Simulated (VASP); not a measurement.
# Cu16HO in VASP: single point with PBE+D3(BJ)

Aim: the single point of Cu16HO with PBE+D3(BJ).

All numbers are computed with VASP 6.6.1; they aren't measurements. Logs are shortened: lines on timing, memory, paths and dates and some standing lists are left out, and cuts for length are marked.

### 1 The cell of the first run

The cell holds a slab with vacuum, 18 atoms: a = 5.105 Å, b = 5.105 Å, c = 22.753 Å, α = 90.00°, β = 90.00°, γ = 60.00°.

### 2 Single point, PBE+D3(BJ)

INCAR reads:

```
SYSTEM = Cu16HO
  PREC = Accurate
  ENCUT = 520
  EDIFF = 1E-6
  ISMEAR = 1
  SIGMA = 0.1
  LREAL = .False.
  LASPH = .True.
  NELM = 120
  ALGO = Normal
  ISIF = 2
  LWAVE = .False.
  LCHARG = .False.
  GGA = PE
  IVDW = 12
  NBANDS = 106
  GGA_COMPAT = .False.
  NELMDL = -8
```

KPOINTS reads:

```
regular mesh
0
Gamma
  2 2 1
  0 0 0
```

POSCAR reads:

```
Cu16HO
1.0
    5.1053109602      0.0000000000      0.0000000000
    2.5526554801      4.4213289857      0.0000000000
    0.0000000000      0.0000000000     22.7527034153
Cu O H
16 1 1
Direct
    0.0000000000      0.0000000000      0.1098770500
    0.5000000000      0.0000000000      0.1098770500
    0.0000000000      0.5000000000      0.1098770500
    0.5000000000      0.5000000000      0.1098770500
    0.1666666700      0.1666666700      0.2014808700
    0.6666666700      0.1666666700      0.2014808700
    0.1666666700      0.6666666700      0.2014808700
    0.6666666700      0.6666666700      0.2014808700
    0.8358984200      0.3280783100      0.2899664600
    0.3363807500      0.3280826900      0.2899745700
    0.8341456700      0.8321010200      0.2905782800
    0.3320641600      0.8363635100      0.2925404000
    0.0082117200     -0.0068276400      0.3835999900
    0.4993211000     -0.0066997600      0.3836553800
    0.0068606000      0.4868341900      0.3770417300
    0.5020477500      0.4965576200      0.3770573400
   -0.2356892300     -0.0273392200      0.4500547700
    0.6793293900      0.1435793400      0.4769572600
```

Potentials or basis: VASP PAW PBE potentials, release 64 (Cu, O, H).

Started as:

```bash
$ cat potpaw_PBE.64/Cu/POTCAR potpaw_PBE.64/O/POTCAR potpaw_PBE.64/H/POTCAR > POTCAR
$ mpirun -np 1 vasp_std > vasp.out
```

OUTCAR:

```text
SYSTEM = Cu16HO
   PREC = Accurate
   ENCUT = 520
   EDIFF = 1E-6
   ISMEAR = 1
   LREAL = .False.
   LASPH = .True.
   NELM = 120
   ISIF = 2
   GGA = PE
   IVDW = 12
   NELMDL = -8
 IVDW          = 12

 ion  position               nearest neighbor table
   1  0.000  0.000  0.110-   3 2.55   3 2.55   4 2.55   4 2.55   2 2.55   2 2.55   7 2.55   6 2.55
                             5 2.55
   2  0.500  0.000  0.110-   4 2.55   3 2.55   4 2.55   3 2.55   1 2.55   1 2.55   8 2.55   5 2.55
                             6 2.55
   3  0.000  0.500  0.110-   1 2.55   1 2.55   2 2.55   2 2.55   4 2.55   4 2.55   5 2.55   8 2.55
                             7 2.55
   4  0.500  0.500  0.110-   2 2.55   1 2.55   2 2.55   1 2.55   3 2.55   3 2.55   6 2.55   7 2.55
                             8 2.55
   5  0.167  0.167  0.201-   9 2.49  10 2.49  12 2.53   7 2.55   7 2.55   8 2.55   8 2.55   6 2.55
                             6 2.55   3 2.55   2 2.55   1 2.55
   6  0.667  0.167  0.201-  10 2.49   9 2.49  11 2.51   8 2.55   7 2.55   8 2.55   7 2.55   5 2.55
                             5 2.55   4 2.55   1 2.55   2 2.55
   7  0.167  0.667  0.201-  11 2.50  10 2.51  12 2.55   5 2.55   5 2.55   6 2.55   6 2.55   8 2.55
                             8 2.55   1 2.55   4 2.55   3 2.55
   8  0.667  0.667  0.201-  11 2.51   9 2.51  12 2.55   6 2.55   5 2.55   6 2.55   5 2.55   7 2.55
                             7 2.55   2 2.55   3 2.55   4 2.55
   9  0.836  0.328  0.290-  15 2.46  16 2.47   6 2.49   5 2.49   8 2.51  12 2.52  11 2.54  10 2.55
                            10 2.56  11 2.57  12 2.58  13 2.59
  10  0.336  0.328  0.290-  15 2.46  16 2.47   6 2.49   5 2.49   7 2.51  12 2.52  11 2.54   9 2.55
                             9 2.56  11 2.57  12 2.58  14 2.60
  11  0.834  0.832  0.291-  15 2.49   7 2.50   8 2.51   6 2.51   9 2.54  10 2.54  12 2.55  12 2.55
                            10 2.57   9 2.57  13 2.58  14 2.58
  12  0.332  0.836  0.293-  16 2.44  13 2.52  14 2.52  10 2.52   9 2.52   5 2.53   8 2.55   7 2.55
                            11 2.55  11 2.55   9 2.58  10 2.58
  13  0.008  0.993  0.384-  17 1.99  14 2.51  12 2.52  15 2.52  16 2.53  16 2.58  11 2.58  15 2.59
                             9 2.59  14 2.60
  14  0.499  0.993  0.384-  17 2.00  13 2.51  12 2.52  15 2.52  16 2.53  16 2.58  11 2.58  15 2.59
                            10 2.60  13 2.60
  15  0.007  0.487  0.377-  10 2.46   9 2.46  11 2.49  13 2.52  14 2.52  16 2.55  16 2.55  13 2.59
                            14 2.59
  16  0.502  0.497  0.377-  12 2.44   9 2.47  10 2.47  13 2.53  14 2.53  15 2.55  15 2.55  14 2.58
                            13 2.58
  17  0.764  0.973  0.450-  18 0.97  13 1.99  14 2.00
  18  0.679  0.144  0.477-  17 0.97

  LATTYP: Found a hexagonal cell.
 ALAT       =     5.1053109602
 C/A-ratio  =     4.4566733727

  Lattice vectors:

 A1 = (  -2.5526554801,  -4.4213289857,   0.0000000000)
 A2 = (   5.1053109602,   0.0000000000,   0.0000000000)
 A3 = (   0.0000000000,   0.0000000000,  22.7527034153)

Analysis of symmetry for initial positions (statically):
=====================================================================
 Subroutine PRICEL returns:
 Original cell was already a primitive cell.

 Routine SETGRP: Setting up the symmetry group for a
 hexagonal supercell.

 Subroutine GETGRP returns: Found  1 space group operations
 (whereof  1 operations were pure point group operations)
 out of a pool of 24 trial point group operations.

The static configuration has the point symmetry C_1 .

Analysis of symmetry for dynamics (positions and initial velocities):
=====================================================================
 Subroutine PRICEL returns:
 Original cell was already a primitive cell.

 Routine SETGRP: Setting up the symmetry group for a
 hexagonal supercell.

 Subroutine GETGRP returns: Found  1 space group operations
 (whereof  1 operations were pure point group operations)
 out of a pool of 24 trial point group operations.

The dynamic configuration has the point symmetry C_1 .

 Subroutine INISYM returns: Found  1 space group operations
 (whereof  1 operations are pure point group operations),
 and found     1 'primitive' translations

----------------------------------------------------------------------------------------

                                     Primitive cell

  volume of cell :     513.5799

  direct lattice vectors                    reciprocal lattice vectors
     5.105310960  0.000000000  0.000000000     0.195874455 -0.113088169  0.000000000
     2.552655480  4.421328986  0.000000000     0.000000000  0.226176338  0.000000000
     0.000000000  0.000000000 22.752703415     0.000000000  0.000000000  0.043950821

  length of vectors
     5.105310960  5.105310960 22.752703415     0.226176338  0.226176338  0.043950821

  position of ions in fractional coordinates (direct lattice)
     0.000000000  0.000000000  0.109877050
     0.500000000  0.000000000  0.109877050
     0.000000000  0.500000000  0.109877050
     0.500000000  0.500000000  0.109877050
     0.166666670  0.166666670  0.201480870
     0.666666670  0.166666670  0.201480870
[... 10 lines left out ...]
     0.764310770  0.972660780  0.450054770
     0.679329390  0.143579340  0.476957260

  ion indices of the primitive-cell ions
   primitive index   ion index
                 1           1
                 2           2
                 3           3
                 4           4
                 5           5
                 6           6
[... 10 lines left out ...]
                17          17
                18          18

----------------------------------------------------------------------------------------

 KPOINTS: regular mesh

Automatic generation of k-mesh.
 Grid dimensions read from file:
 generate k-points for:    2    2    1

 Generating k-lattice:

  Cartesian coordinates                     Fractional coordinates (reciprocal lattice)
     0.097937227 -0.056544085  0.000000000     0.500000000  0.000000000  0.000000000
     0.000000000  0.113088169  0.000000000     0.000000000  0.500000000  0.000000000
     0.000000000  0.000000000  0.043950821     0.000000000  0.000000000  1.000000000

  Length of vectors
     0.113088169  0.113088169  0.043950821

  Shift w.r.t. Gamma in fractional coordinates (k-lattice)
     0.000000000  0.000000000  0.000000000

 Subroutine IBZKPT returns following result:
 ===========================================

 Found      4 irreducible k-points:

 Following reciprocal coordinates:
            Coordinates               Weight
  0.000000  0.000000  0.000000      1.000000
  0.500000  0.000000  0.000000      1.000000
  0.500000  0.500000  0.000000      1.000000
  0.000000  0.500000  0.000000      1.000000
   k-points           NKPTS =      4   k-points in BZ     NKDIM =      4   number of bands    NBANDS=    106
   number of dos      NEDOS =    301   number of ions     NIONS =     18
   total plane-waves  NPLWV = 288000
   dimension x,y,z NGX =    40 NGY =   40 NGZ =  180
   dimension x,y,z NGXF=    80 NGYF=   80 NGZF=  360
   ions per type =              16   1   1
   NGX,Y,Z   is equivalent  to a cutoff of  13.03, 13.03, 13.15 a.u.
   NGXF,Y,Z  is equivalent  to a cutoff of  26.05, 26.05, 26.30 a.u.
 SYSTEM =  Cu16HO
   PREC   = accura    normal or accurate (medium, high low for compatibility)
   ISTART =      0    job   : 0-new  1-cont  2-samecut
   ICHARG =      2    charge: 1-file 2-atom 10-const
   ISPIN  =      1    spin polarized calculation?
   LNONCOLLINEAR =      F non collinear calculations
   LSORBIT =      F    spin-orbit coupling
   LASPH  =      T    aspherical Exc in radial PAW
   ENCUT  =  520.0 eV  38.22 Ry    6.18 a.u.   9.49  9.49 42.30*2*pi/ulx,y,z
   NELM   =    120;   NELMIN=  2; NELMDL= -8     # of ELM steps
   EDIFF  = 0.1E-05   stopping-criterion for ELM
   LREAL  =      F    real-space projection
[... 7 lines left out ...]
   TEBEG  =    0.0;   TEEND  =   0.0 temperature during run
   PSTRESS=    0.0 pullay stress
   NELECT =     183.0000    total number of electrons
   NUPDOWN=      -1.0000    fix difference up-down
   EMIN   =  10.00;   EMAX   =-10.00  energy-range for DOS
   EFERMI =   0.00;   METHOD = LEGACY
   ISMEAR =     1;   SIGMA  =   0.10  broadening in eV -4-tet -1-fermi 0-gaus
   EFERMI_NEDOS =   21; number of points for ismear=-14 and -15
   IALGO  =     38    algorithm
   IMIX   =      4    mixing-type and parameters
     AMIX     =   0.40;   BMIX     =  1.00
     AMIX_MAG =   1.60;   BMIX_MAG =  1.00
  volume/ion in A,a.u.               =      28.53       192.54
  Fermi-wavevector in a.u.,A,eV,Ry     =   1.160618  2.193249 18.327502  1.347033
  Thomas-Fermi vector in A             =   2.297198
   LORBIT       =      0    0 simple, 1 ext, 2 COOP (PROOUT), +10 PAW based schemes
   GGA     = PE    functional components
   LHFCALC =     F    Hartree Fock is set to
   AEXX    =    0.0000 exact exchange contribution
   IVDW    =    12    specifies the selected vdW correction
   LEPSILON=     F    determine dielectric tensor
   LRPA    =     F    only Hartree local field effects (RPA)
 non-spin polarized calculation
 Methfessel and Paxton  Order N= 1 SIGMA  =   0.10
  energy-cutoff  :      520.00
  volume of cell :      513.58
 maximum number of plane-waves:     13945
 NGX is ok and might be reduce to    40
   NGX = 19   NGY = 19   NGZ = 85

 number of electron     183.0000056 magnetization

 Free energy of the ion-electron system (eV)
  ---------------------------------------------------
  ext. energy  EPLUGINS =         0.00000000
  ---------------------------------------------------
  free energy    TOTEN  =       -65.19280204 eV

  energy without entropy =      -65.17942112  energy(sigma->0) =      -65.18834173

 E-fermi :  -0.0235     XC(G=0):  -5.6769

 val. band max:       -0.0431434783   @ k =   0.0000   0.5000   0.0000
 cond. band min:       0.3110074183   @ k =   0.0000   0.0000   0.0000
 fundamental gap:      0.3541508966
 Fermi energy:        -0.0234702301

 k-point     1 :       0.0000    0.0000    0.0000
  band No.  band energies     occupation
      1     -19.6133      2.00000
      2      -8.9548      2.00000
      3      -7.9730      2.00000
      4      -7.2192      2.00000
      5      -5.8423      2.00000
      6      -5.1109      2.00000
[... 413 lines left out ...]
    102       4.6944      0.00000
    103       5.4109      0.00000
 [bands above 103 left out]

------------------------ aborting loop because EDIFF is reached ----------------------------------------

 Edisp (eV)   -7.18054

 E8    (eV) :    -3.1697

  FORCE on cell =-STRESS in cart. coord.  units (eV):
  Direction    XX          YY          ZZ          XY          YZ          ZX
  --------------------------------------------------------------------------------------
  -------------------------------------------------------------------------------------
  Total      -5.22751    -5.22575    -1.53895    -0.01067     0.05947    -0.02310
  in kB     -16.30788   -16.30240    -4.80093    -0.03329     0.18554    -0.07206
  external pressure =      -12.47 kB  Pullay stress =        0.00 kB

 VOLUME and BASIS-vectors are now :
 -----------------------------------------------------------------------------
  energy-cutoff  :      520.00
  volume of cell :      513.58
      direct lattice vectors                 reciprocal lattice vectors
     5.105310960  0.000000000  0.000000000     0.195874455 -0.113088169  0.000000000
     2.552655480  4.421328986  0.000000000     0.000000000  0.226176338  0.000000000
     0.000000000  0.000000000 22.752703415     0.000000000  0.000000000  0.043950821

 POSITION                                       TOTAL-FORCE (eV/Angst)
 -----------------------------------------------------------------------------------
      0.00000      0.00000      2.50000        -0.038721      0.013952      0.069257
      2.55266      0.00000      2.50000         0.038799      0.013960      0.069644
      1.27633      2.21066      2.50000         0.000116      0.021908      0.074502
      3.82898      2.21066      2.50000         0.000106     -0.018387      0.161273
      1.27633      0.73689      4.58423         0.001646     -0.034788     -0.023409
      3.82898      0.73689      4.58423         0.000911     -0.033351     -0.026204
[... 10 lines left out ...]
      6.38491      4.30045     10.23996        -0.001852     -0.092687     -0.080372
      3.83470      0.63481     10.85207        -0.001734      0.051558      0.104706
 -----------------------------------------------------------------------------------
    total drift:                               -0.000099     -0.000654     -0.002510

  FREE ENERGIE OF THE ION-ELECTRON SYSTEM (eV)
  ---------------------------------------------------
  free  energy   TOTEN  =       -72.3733456176 eV

  energy  without entropy=      -72.3599647054  energy(sigma->0) =      -72.36888531
```

Run time: 28 min. Hardware: 1 thread of Oxide Virtual Turin-like, shared host; peak memory 0.66 GiB.

What came out:

| Item | Value |
| --- | --- |
| Free energy | -72.3733 eV |
| Largest force | 0.209 eV/Å |
| Band gap on the k mesh | zero (an odd number of electrons rules out a gap without spin polarisation) |
| Dispersion energy per atom | -0.399 eV |

Forces on the atoms (eV/Å):
```
Cu  -0.039  0.014  0.069
Cu   0.039  0.014  0.070
Cu   0.000  0.022  0.075
Cu   0.000 -0.018  0.161
Cu   0.002 -0.035 -0.023
Cu   0.001 -0.033 -0.026
Cu   0.096  0.026  0.085
Cu  -0.094  0.026  0.085
Cu   0.025 -0.025 -0.158
Cu  -0.025 -0.025 -0.157
Cu  -0.001  0.020 -0.208
Cu  -0.001 -0.079 -0.142
Cu   0.126  0.045  0.051
Cu  -0.125  0.044  0.050
Cu   0.000  0.024  0.087
Cu   0.000  0.022 -0.042
O   -0.002 -0.093 -0.080
H   -0.002  0.052  0.105
```

Levels at points of the mesh, in eV from the Fermi level:
```tsv
k point	band 90	band 91	band 92	band 93	band 94	band 95
(0.00, 0.00, 0.00)	-0.16	-0.09	0.33	0.80	0.90	1.02
(0.50, 0.00, 0.00)	-0.46	-0.06	-0.03	0.55	0.61	1.36
(0.50, 0.50, 0.00)	-0.46	-0.06	-0.03	0.55	0.61	1.36
(0.00, 0.50, 0.00)	-0.66	-0.07	-0.02	0.57	0.63	1.08
```

Caveat: the k points lie up to 0.71 Å⁻¹ apart, too coarse for converged energies and pressures of a metal; there is no dipole correction, which matters where the two faces differ. With open d or f shells a metallic result of PBE can be an artefact of self-interaction; +U or a hybrid may open a gap.

The gap in the log of VASP goes by the Fermi energy; the results here count the filled bands.